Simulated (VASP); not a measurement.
A run of VASP 6.6.1 is set up as follows.

File INCAR:

```
SYSTEM = TaCrS3
ALGO     = Normal         ! electronic algorithm
EDIFF    = 1E-6           ! SCF threshold, eV
ENCUT    = 520            ! plane-wave cutoff, eV
GGA      = PE             ! functional
ISIF     = 2              ! what is computed and relaxed
ISMEAR   = 0              ! smearing method
ISPIN    = 2              ! spin polarisation
LASPH    = .True.         ! aspherical terms in the spheres
LCHARG   = .True.         ! write CHGCAR
LELF     = .True.         ! ELF
LMAXMIX  = 4              ! l up to which the mixer works
LORBIT   = 11             ! projections on sites
LREAL    = .False.        ! projectors in reciprocal space
LVHAR    = .True.       
LWAVE    = .False.        ! write WAVECAR
MAGMOM   = 0 4.88 0 0 0   ! initial moments
NBANDS   = 32             ! bands
NELM     = 150            ! most SCF steps
PREC     = Accurate       ! precision mode
SIGMA    = 0.1            ! smearing width, eV
```

File KPOINTS:

```
k-points
0
Gamma
  8 8 8
  0 0 0
```

The input POSCAR:

```
TaCrS3
1.0
    4.7916019530      0.0000000000      0.0000000000
    0.0000000000      4.7916019530      0.0000000000
    0.0000000000      0.0000000000      4.7916019530
Ta Cr S
1 1 3
Direct
    0.5000000000      0.5000000000      0.5000000000
    0.0000000000      0.0000000000      0.0000000000
    0.5000000000      0.5000000000      0.0000000000
    0.5000000000      0.0000000000      0.5000000000
    0.0000000000      0.5000000000      0.5000000000
```

Potentials or basis: VASP PAW PBE potentials, release 64 (Ta_pv, Cr_pv, S).

The run is started by

```sh
$ cat potpaw_PBE.64/Ta_pv/POTCAR potpaw_PBE.64/Cr_pv/POTCAR potpaw_PBE.64/S/POTCAR > POTCAR
$ mpirun -np 1 vasp_std > vasp.out
```

Task: Predict the site moments.

Result: Ta +0.06; Cr +4.21; S -0.04 μB.

Task: What does it give for the net moment?

Result: 4.60 μB per cell.

Caveat: a cell with one magnetic atom can't hold antiferromagnetic order, which such compounds often take.
